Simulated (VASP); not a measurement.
# Ag (P6_3/mmc) in VASP: further runs, part 2 of 3

VASP 6.6.1.

### 4 Single point, BLYP

This run uses another cell than the first one, of 19.30 Å³/atom, 0.926 times its volume.

Input file INCAR:

```
SYSTEM = Ag
AGGAC    = 1.0          
AGGAX    = 1.0          
ALDAC    = 0.0          
ALDAX    = 1.0          
ALGO     = Normal         ! electronic algorithm
EDIFF    = 1E-6           ! SCF threshold, eV
ENCUT    = 520            ! plane-wave cutoff, eV
GGA      = B5             ! functional
ISIF     = 2              ! what is computed and relaxed
ISMEAR   = -1             ! smearing method
LASPH    = .TRUE.         ! aspherical terms in the spheres
LCHARG   = .FALSE.        ! write CHGCAR
LREAL    = .FALSE.        ! projectors in reciprocal space
LWAVE    = .FALSE.        ! write WAVECAR
NBANDS   = 30             ! bands
NELM     = 80             ! most SCF steps
PREC     = Accurate       ! precision mode
SIGMA    = 0.1            ! smearing width, eV
```

Input file KPOINTS:

```
k-points
0
G
  16 16 5
  0 0 0
```

Input file POSCAR:

```
Ag
1.0
    3.0005859699      0.0000000000      0.0000000000
   -1.5002929850      2.5985836762      0.0000000000
    0.0000000000      0.0000000000      9.9017644385
Ag
4
Direct
    0.3333333333      0.6666666667      0.2500000000
    0.6666666667      0.3333333333      0.7500000000
    0.0000000000      1.0000000000      1.0000000000
    0.0000000000      1.0000000000      0.5000000000
```

Potentials or basis: VASP PAW PBE potentials, release 64 (Ag).

Started as:

```
$ cat potpaw_PBE.64/Ag/POTCAR > POTCAR
$ mpirun -np 1 vasp_std > vasp.out
```

OUTCAR:

```text
SYSTEM = Ag
   EDIFF = 1E-6
   ENCUT = 520
   GGA = B5
   ISIF = 2
   ISMEAR = -1
   LASPH = .TRUE.
   LREAL = .FALSE.
   NELM = 80
   PREC = Accurate

 ion  position               nearest neighbor table
   1  0.333  0.667  0.250-   3 3.02   4 3.02   3 3.02   4 3.02   3 3.02   4 3.02
   2  0.667  0.333  0.750-   3 3.02   4 3.02   3 3.02   4 3.02   3 3.02   4 3.02
   3  0.000  0.000  0.000-   1 3.02   2 3.02   2 3.02   1 3.02   2 3.02   1 3.02
   4  0.000  0.000  0.500-   1 3.02   2 3.02   2 3.02   1 3.02   2 3.02   1 3.02

  LATTYP: Found a hexagonal cell.
 ALAT       =     3.0005859699
 C/A-ratio  =     3.2999435903

  Lattice vectors:

 A1 = (   3.0005859699,   0.0000000000,   0.0000000000)
 A2 = (  -1.5002929850,   2.5985836762,   0.0000000000)
 A3 = (   0.0000000000,   0.0000000000,   9.9017644385)

Analysis of symmetry for initial positions (statically):
=====================================================================
 Subroutine PRICEL returns:
 Original cell was already a primitive cell.

 Routine SETGRP: Setting up the symmetry group for a
 hexagonal supercell.

 Subroutine GETGRP returns: Found 24 space group operations
 (whereof 12 operations were pure point group operations)
 out of a pool of 24 trial point group operations.

The static configuration has the point symmetry D_3d.
 The point group associated with its full space group is D_6h.

Analysis of symmetry for dynamics (positions and initial velocities):
=====================================================================
 Subroutine PRICEL returns:
 Original cell was already a primitive cell.

 Routine SETGRP: Setting up the symmetry group for a
 hexagonal supercell.

 Subroutine GETGRP returns: Found 24 space group operations
 (whereof 12 operations were pure point group operations)
 out of a pool of 24 trial point group operations.

The dynamic configuration has the point symmetry D_3d.
 The point group associated with its full space group is D_6h.

 Subroutine INISYM returns: Found 24 space group operations
[... 121 lines left out ...]
     AMIX_MAG =   1.60;   BMIX_MAG =  1.00
  volume/ion in A,a.u.               =      19.30       130.25
  Fermi-wavevector in a.u.,A,eV,Ry     =   1.357294  2.564914 25.065293  1.842247
  Thomas-Fermi vector in A             =   2.484225
   LORBIT       =      0    0 simple, 1 ext, 2 COOP (PROOUT), +10 PAW based schemes
   GGA     = B5    functional components
   LHFCALC =     F    Hartree Fock is set to
   AEXX    =    0.0000 exact exchange contribution
   IVDW    =     0    specifies the selected vdW correction
   LEPSILON=     F    determine dielectric tensor
   LRPA    =     F    only Hartree local field effects (RPA)
 non-spin polarized calculation
  energy-cutoff  :      520.00
  volume of cell :       77.21
 maximum number of plane-waves:      2119
 NGX is ok and might be reduce to    24
   NGX = 11   NGY = 11   NGZ = 37

 number of electron      43.9999993 magnetization

 Free energy of the ion-electron system (eV)
  ---------------------------------------------------
  ext. energy  EPLUGINS =         0.00000000
  ---------------------------------------------------
  free energy    TOTEN  =        -8.39058658 eV

  energy without entropy =       -8.35452590  energy(sigma->0) =       -8.37255624

 E-fermi :   7.3646     XC(G=0): -10.9265

 val. band max:        7.3639899704   @ k =   0.3750   0.1250   0.4000
 cond. band min:       7.3863729579   @ k =   0.0625   0.0625   0.2000
 fundamental gap:      0.0223829876
 Fermi energy:         7.3645860210

 k-point     1 :       0.0000    0.0000    0.0000
  band No.  band energies     occupation
      1       0.4705      2.00000
      2       1.5759      2.00000
      3       1.6313      2.00000
      4       1.6314      2.00000
      5       2.7981      2.00000
      6       2.8347      2.00000
[... 781 lines left out ...]
     29      15.3104      0.00000
     30      16.5359      0.00000

 [... further k-points ...]

------------------------ aborting loop because EDIFF is reached ----------------------------------------

  FORCE on cell =-STRESS in cart. coord.  units (eV):
  Direction    XX          YY          ZZ          XY          YZ          ZX
  --------------------------------------------------------------------------------------
  -------------------------------------------------------------------------------------
  Total        0.1748761      0.1748761     -0.1154108     -0.0000000      0.0000000     -0.0000000
  in kB        3.6289893      3.6289893     -2.3949787     -0.0000000      0.0000000     -0.0000000
  external PRESSURE =       1.6210000 kB  Pullay stress =       0.0000000 kB

 VOLUME and BASIS-vectors are now :
 -----------------------------------------------------------------------------
  energy-cutoff  :      520.00
  volume of cell :       77.21
      direct lattice vectors                 reciprocal lattice vectors
     3.000585970  0.000000000  0.000000000     0.333268238  0.192412507  0.000000000
    -1.500292985  2.598583676  0.000000000     0.000000000  0.384825014  0.000000000
     0.000000000  0.000000000  9.901764439     0.000000000  0.000000000  0.100992102

 POSITION                                       TOTAL-FORCE (eV/Angst)
 -----------------------------------------------------------------------------------
     -0.00000      1.73239      2.47544         0.000000      0.000000      0.000000
      1.50029      0.86619      7.42632        -0.000000      0.000000     -0.000000
      0.00000      0.00000      0.00000        -0.000000      0.000000      0.000000
      0.00000      0.00000      4.95088        -0.000000      0.000000      0.000000
 -----------------------------------------------------------------------------------
    total drift:                                0.000000     -0.000000     -0.000000

  FREE ENERGIE OF THE ION-ELECTRON SYSTEM (eV)
  ---------------------------------------------------
  free  energy   TOTEN  =        -8.3905865840 eV

  energy  without entropy=       -8.3545259034  energy(sigma->0) =       -8.37255624
```

OSZICAR:

```text
N       E                     dE             d eps       ncg     rms          rms(c)
DAV:   1     0.292563532217E+03    0.29256E+03   -0.22410E+04  5408   0.142E+03
DAV:   2    -0.296208247381E+01   -0.29553E+03   -0.27877E+03  5556   0.324E+02
DAV:   3    -0.928442502944E+01   -0.63223E+01   -0.62809E+01  6192   0.534E+01
DAV:   4    -0.931625802601E+01   -0.31833E-01   -0.31824E-01  5808   0.367E+00
DAV:   5    -0.931661377674E+01   -0.35575E-03   -0.35575E-03  6294   0.424E-01    0.748E+00
DAV:   6    -0.841999079337E+01    0.89662E+00   -0.30174E+00  5712   0.138E+01    0.463E+00
DAV:   7    -0.840088882385E+01    0.19102E-01   -0.30407E-02  5994   0.111E+00    0.279E+00
DAV:   8    -0.839053615946E+01    0.10353E-01   -0.18901E-03  5976   0.348E-01    0.831E-02
DAV:   9    -0.839056118409E+01   -0.25025E-04   -0.66503E-05  6186   0.625E-02    0.172E-02
DAV:  10    -0.839058351266E+01   -0.22329E-04   -0.14156E-05  5952   0.314E-02    0.745E-03
DAV:  11    -0.839058668540E+01   -0.31727E-05   -0.22674E-06  5048   0.131E-02    0.933E-04
DAV:  12    -0.839058658395E+01    0.10145E-06   -0.95921E-08  3294   0.258E-03
   1 F= -.83905866E+01 E0= -.83725562E+01  d E =-.360607E-01
```

Wall time 96 s (1 thread of Intel Xeon 6975P-C (Granite Rapids), shared host); peak memory 0.3 GiB.

What came out:

```yaml
Free_energy: -8.3906 eV
Pressure: 0.2 GPa
Band_gap_on_the_k_mesh: zero (band 22 reaches 10.65 eV, above the bottom of band 23 at 4.24 eV)
```

Levels at points of the mesh, in eV from the Fermi level:
| k point | band 19 | band 20 | band 21 | band 22 | band 23 | band 24 | band 25 | band 26 |
| --- | --- | --- | --- | --- | --- | --- | --- | --- |
| (0.00, 0.00, 0.00) | -3.58 | -3.42 | -3.42 | -3.10 | -3.10 | -0.03 | 2.71 | 10.04 |
| (0.50, 0.00, 0.00) | -2.93 | -2.92 | 0.15 | 0.91 | 1.00 | 1.44 | 3.60 | 3.70 |

Caveat: the PAW data sets were made with another functional, which shifts forces and pressure a little.

(Continued in part 3 of 3.)
